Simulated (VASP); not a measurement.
# CaS (Oldhamite) (Fm-3m) in VASP: further runs

Runs on CaS (Oldhamite). Level: PBE. Tasks: single point, relaxation of the atoms.

All numbers are computed with VASP 6.6.1; they aren't measurements. Logs are shortened: lines on timing, memory, paths and dates and some standing lists are left out, and cuts for length are marked.

## Step 1: The cell of the first run

The structure is cubic, space group Fm-3m (No. 225). The conventional cell has a = 5.686 Å, b = 5.686 Å, c = 5.686 Å, α = 90.00°, β = 90.00°, γ = 90.00°. Ca (site symmetry m-3m) has 6 S at 2.84 Å within 3.7 Å. Within 3.7 Å of S (site symmetry m-3m) lie 6 Ca at 2.84 Å.

## Step 2: Single point, PBE

File INCAR:

```
SYSTEM = CaS
PREC = Accurate
ENCUT = 500
EDIFF = 1E-6
ISMEAR = -1
SIGMA = 0.02
LREAL = .False.
LASPH = .True.
NELM = 120
ALGO = Normal
ISIF = 2
LWAVE = .False.
LCHARG = .True.
GGA = PE
LELF = .True.
LVHAR = .True.
NBANDS = 15
GGA_COMPAT = .False.
```

File KPOINTS:

```
regular mesh
0
Gamma
  8 8 8
  0 0 0
```

File POSCAR:

```
CaS
1.0
    0.0000000000      2.8430000000      2.8430000000
    2.8430000000      0.0000000000      2.8430000000
    2.8430000000      2.8430000000      0.0000000000
Ca S
1 1
Direct
    0.0000000000      0.0000000000      0.0000000000
    0.5000000000      0.5000000000      0.5000000000
```

Potentials or basis: VASP PAW PBE potentials, release 64 (Ca_sv, S).

The run is started by

```
cat potpaw_PBE.64/Ca_sv/POTCAR potpaw_PBE.64/S/POTCAR > POTCAR
mpirun -np 1 vasp_std > vasp.out
```

OUTCAR:

```text
SYSTEM = CaS
   PREC = Accurate
   ENCUT = 500
   EDIFF = 1E-6
   ISMEAR = -1
   LREAL = .False.
   LASPH = .True.
   NELM = 120
   ISIF = 2
   GGA = PE

 ion  position               nearest neighbor table
   1  0.000  0.000  0.000-   2 2.84   2 2.84   2 2.84   2 2.84   2 2.84   2 2.84
   2  0.500  0.500  0.500-   1 2.84   1 2.84   1 2.84   1 2.84   1 2.84   1 2.84

  LATTYP: Found a face centered cubic cell.
 ALAT       =     5.6860000000

  Lattice vectors:

 A1 = (   0.0000000000,   2.8430000000,   2.8430000000)
 A2 = (   2.8430000000,   0.0000000000,   2.8430000000)
 A3 = (   2.8430000000,   2.8430000000,   0.0000000000)

Analysis of symmetry for initial positions (statically):
=====================================================================
 Subroutine PRICEL returns:
 Original cell was already a primitive cell.

 Routine SETGRP: Setting up the symmetry group for a
 face centered cubic supercell.

 Subroutine GETGRP returns: Found 48 space group operations
 (whereof 48 operations were pure point group operations)
 out of a pool of 48 trial point group operations.

The static configuration has the point symmetry O_h .

Analysis of symmetry for dynamics (positions and initial velocities):
=====================================================================
 Subroutine PRICEL returns:
 Original cell was already a primitive cell.

 Routine SETGRP: Setting up the symmetry group for a
 face centered cubic supercell.

 Subroutine GETGRP returns: Found 48 space group operations
 (whereof 48 operations were pure point group operations)
 out of a pool of 48 trial point group operations.

The dynamic configuration has the point symmetry O_h .

 Subroutine INISYM returns: Found 48 space group operations
 (whereof 48 operations are pure point group operations),
 and found     1 'primitive' translations

----------------------------------------------------------------------------------------

                                     Primitive cell

  volume of cell :      45.9579

  direct lattice vectors                    reciprocal lattice vectors
     0.000000000  2.843000000  2.843000000    -0.175870559  0.175870559  0.175870559
     2.843000000  0.000000000  2.843000000     0.175870559 -0.175870559  0.175870559
     2.843000000  2.843000000  0.000000000     0.175870559  0.175870559 -0.175870559

  length of vectors
     4.020609158  4.020609158  4.020609158     0.304616744  0.304616744  0.304616744

  position of ions in fractional coordinates (direct lattice)
     0.000000000  0.000000000  0.000000000
     0.500000000  0.500000000  0.500000000
[... 83 lines left out ...]
   ISIF   =      2    stress and relaxation
   ISYM   =      2    0-nonsym 1-usesym 2-fastsym
   POTIM  = 0.5000    time-step for ionic-motion
   TEBEG  =    0.0;   TEEND  =   0.0 temperature during run
   PSTRESS=    0.0 pullay stress
   NELECT =      16.0000    total number of electrons
   NUPDOWN=      -1.0000    fix difference up-down
   EMIN   =  10.00;   EMAX   =-10.00  energy-range for DOS
   EFERMI =   0.00;   METHOD = LEGACY
   ISMEAR =    -1;   SIGMA  =   0.02  broadening in eV -4-tet -1-fermi 0-gaus
   EFERMI_NEDOS =   21; number of points for ismear=-14 and -15
   IALGO  =     38    algorithm
   IMIX   =      4    mixing-type and parameters
     AMIX     =   0.40;   BMIX     =  1.00
     AMIX_MAG =   1.60;   BMIX_MAG =  1.00
  volume/ion in A,a.u.               =      22.98       155.07
  Fermi-wavevector in a.u.,A,eV,Ry     =   1.151670  2.176340 18.045996  1.326343
  Thomas-Fermi vector in A             =   2.288326
   LORBIT       =      0    0 simple, 1 ext, 2 COOP (PROOUT), +10 PAW based schemes
   GGA     = PE    functional components
   LHFCALC =     F    Hartree Fock is set to
   AEXX    =    0.0000 exact exchange contribution
   IVDW    =     0    specifies the selected vdW correction
   LEPSILON=     F    determine dielectric tensor
   LRPA    =     F    only Hartree local field effects (RPA)
 non-spin polarized calculation
  energy-cutoff  :      500.00
  volume of cell :       45.96
 maximum number of plane-waves:      1211
 NGX is ok and might be reduce to    30
   NGX = 15   NGY = 15   NGZ = 15

 number of electron      16.0000004 magnetization

 Free energy of the ion-electron system (eV)
  ---------------------------------------------------
  ext. energy  EPLUGINS =         0.00000000
  ---------------------------------------------------
  free energy    TOTEN  =       -10.36251260 eV

  energy without entropy =      -10.36251260  energy(sigma->0) =      -10.36251260

 E-fermi :   3.2011     XC(G=0):  -9.3358

 val. band max:        2.7616329406   @ k =   0.0000   0.0000   0.0000
 cond. band min:       5.1081390634   @ k =   0.5000   0.5000   0.0000
 fundamental gap:      2.3465061228
 Fermi energy:         3.2010711102

 k-point     1 :       0.0000    0.0000    0.0000
  band No.  band energies     occupation
      1     -36.4192      2.00000
      2     -17.3998      2.00000
      3     -17.3998      2.00000
      4     -17.3998      2.00000
      5      -8.5799      2.00000
      6       2.7616      2.00000
      7       2.7616      2.00000
      8       2.7616      2.00000
      9       6.9259      0.00000
     10       6.9259      0.00000
     11       6.9259      0.00000
     12       6.9388      0.00000
     13       7.5238      0.00000
     14       7.5238      0.00000
[... 401 lines left out ...]
      2     -17.5387      2.00000
      3     -17.4503      2.00000
      4     -17.4265      2.00000
      5      -7.7955      2.00000
      6       0.1195      2.00000
      7       1.2574      2.00000
      8       1.5866      2.00000
      9       7.7514      0.00000
     10       8.0748      0.00000
     11       9.2189      0.00000
     12       9.5397      0.00000
     13       9.8213      0.00000
     14      10.7888      0.00000
     15      12.0946      0.00000

 [... further k-points ...]
[... 5 lines left out ...]
  --------------------------------------------------------------------------------------
  -------------------------------------------------------------------------------------
  Total        0.2725048      0.2725048      0.2725048      0.0000000      0.0000000      0.0000000
  in kB        9.5000130      9.5000130      9.5000130      0.0000000      0.0000000      0.0000000
  external PRESSURE =       9.5000130 kB  Pullay stress =       0.0000000 kB

 VOLUME and BASIS-vectors are now :
 -----------------------------------------------------------------------------
  energy-cutoff  :      500.00
  volume of cell :       45.96
      direct lattice vectors                 reciprocal lattice vectors
     0.000000000  2.843000000  2.843000000    -0.175870559  0.175870559  0.175870559
     2.843000000  0.000000000  2.843000000     0.175870559 -0.175870559  0.175870559
     2.843000000  2.843000000  0.000000000     0.175870559  0.175870559 -0.175870559

 POSITION                                       TOTAL-FORCE (eV/Angst)
 -----------------------------------------------------------------------------------
      0.00000      0.00000      0.00000         0.000000      0.000000      0.000000
      2.84300      2.84300      2.84300         0.000000     -0.000000     -0.000000
 -----------------------------------------------------------------------------------
    total drift:                               -0.000000      0.000000      0.000000

  FREE ENERGIE OF THE ION-ELECTRON SYSTEM (eV)
  ---------------------------------------------------
  free  energy   TOTEN  =       -10.3625126036 eV

  energy  without entropy=      -10.3625126036  energy(sigma->0) =      -10.36251260
```

OSZICAR:

```text
N       E                     dE             d eps       ncg     rms          rms(c)
DAV:   1     0.107832491240E+03    0.10783E+03   -0.74428E+03   870   0.968E+02
DAV:   2    -0.576001014909E+01   -0.11359E+03   -0.10784E+03  1115   0.246E+02
DAV:   3    -0.103907431583E+02   -0.46307E+01   -0.45960E+01  1151   0.482E+01
DAV:   4    -0.106161212292E+02   -0.22538E+00   -0.22530E+00  1285   0.911E+00
DAV:   5    -0.106178156911E+02   -0.16945E-02   -0.16944E-02  1144   0.857E-01    0.506E+00
DAV:   6    -0.103636636033E+02    0.25415E+00   -0.39066E-01  1031   0.323E+00    0.339E+00
DAV:   7    -0.103559319232E+02    0.77317E-02   -0.10759E-01  1135   0.204E+00    0.181E+00
DAV:   8    -0.103626752411E+02   -0.67433E-02   -0.20122E-02  1003   0.117E+00    0.328E-01
DAV:   9    -0.103622176726E+02    0.45757E-03   -0.10910E-03  1101   0.321E-01    0.819E-02
DAV:  10    -0.103624690945E+02   -0.25142E-03   -0.29854E-04  1057   0.123E-01    0.269E-02
DAV:  11    -0.103625128809E+02   -0.43786E-04   -0.75275E-05  1038   0.714E-02    0.252E-02
DAV:  12    -0.103625126036E+02    0.27728E-06   -0.38709E-06  1095   0.138E-02
   1 F= -.10362513E+02 E0= -.10362513E+02  d E =-.154516E-11
```

stdout:

```text
POSCAR found type information on POSCAR CaS
 POSCAR found :  2 types and       2 ions
 scaLAPACK will be used
 LDA part: xc-table for (Slater+PW92), standard interpolation
 POSCAR, INCAR and KPOINTS ok, starting setup
 FFT: planning ... GRIDC
 FFT: planning ... GRID_SOFT
 FFT: planning ... GRID
 WAVECAR not read
 entering main loop
```

Run time: 16 s. Hardware: 1 thread of Intel Xeon Platinum 8259CL at 2.50GHz (Skylake/Cascade Lake), shared host; peak memory 0.17 GiB.

What came out:

| Quantity | Value |
| --- | --- |
| Free energy | -10.3625 eV |
| Pressure | 1.0 GPa |
| Band gap on the k mesh | 2.35 eV, indirect (least direct gap 3.16 eV) |

Levels at points of the mesh, in eV from the valence-band top:
| k point | band 6 | band 7 | band 8 | band 9 | band 10 | band 11 |
| --- | --- | --- | --- | --- | --- | --- |
| (0.00, 0.00, 0.00) | 0.00 | 0.00 | 0.00 | 4.16 | 4.16 | 4.16 |
| (0.50, 0.00, 0.00) | -3.11 | -1.17 | -1.17 | 5.23 | 6.08 | 6.21 |
| (0.50, 0.50, 0.00) | -2.28 | -0.81 | -0.81 | 2.35 | 5.61 | 6.04 |

A k mesh can miss the band edges. A hybrid or GW would open this gap; PBE tends to underestimate it.

## Step 3: Relaxation of the atoms, PBE

File INCAR:

```
SYSTEM = CaS
PREC = Accurate ; ENCUT = 450
EDIFF = 1E-7 ; ISMEAR = -1
SIGMA = 0.02 ; LREAL = .FALSE.
LASPH = .TRUE. ; NELM = 120
ALGO = Normal ; ISIF = 2
LWAVE = .FALSE. ; LCHARG = .FALSE.
GGA = PE ; IBRION = 2
NSW = 80 ; EDIFFG = -0.02
GGA_COMPAT = .FALSE. ; NELMIN = 4
```

File KPOINTS:

```
Automatic mesh
0
G
  8 8 8
  0 0 0
```

POSCAR is that of step 2.

Potentials or basis: VASP PAW PBE potentials, release 64 (Ca_sv, S).

The run is started by

```
cat potpaw_PBE.64/Ca_sv/POTCAR potpaw_PBE.64/S/POTCAR > POTCAR
mpirun -np 1 vasp_std > vasp.out
```

Run time: 12 s. Hardware: 1 thread of Intel Xeon Platinum 8259CL at 2.50GHz (Skylake/Cascade Lake), shared host; peak memory 0.16 GiB.

The run converged. Its results:

| Item | Value |
| --- | --- |
| Free energy | -10.3619 eV |
| Pressure after relaxing | 0.9 GPa |
| Band gap on the k mesh | 2.35 eV, indirect (least direct gap 3.16 eV) |

Final structure:
```cif
data_structure
_symmetry_space_group_name_H-M 'P 1'
_symmetry_Int_Tables_number 1
_cell_length_a 4.0206
_cell_length_b 4.0206
_cell_length_c 4.0206
_cell_angle_alpha 60.000
_cell_angle_beta 60.000
_cell_angle_gamma 60.000
_cell_volume 45.96
loop_
_atom_site_label
_atom_site_type_symbol
_atom_site_fract_x
_atom_site_fract_y
_atom_site_fract_z
_atom_site_occupancy
Ca1 Ca 0.00000 0.00000 0.00000 1
S1 S 0.50000 0.50000 0.50000 1
```

Levels at points of the mesh, in eV from the valence-band top:
| k point | band 6 | band 7 | band 8 | band 9 | band 10 | band 11 |
| --- | --- | --- | --- | --- | --- | --- |
| (0.00, 0.00, 0.00) | 0.00 | 0.00 | 0.00 | 4.16 | 4.16 | 4.16 |
| (0.50, 0.00, 0.00) | -3.11 | -1.17 | -1.17 | 5.23 | 6.08 | 6.21 |
| (0.50, 0.50, 0.00) | -2.29 | -0.81 | -0.81 | 2.35 | 5.61 | 6.04 |

Caveat: the relaxation stopped at its first step, so nothing moved. A k mesh can miss the band edges.
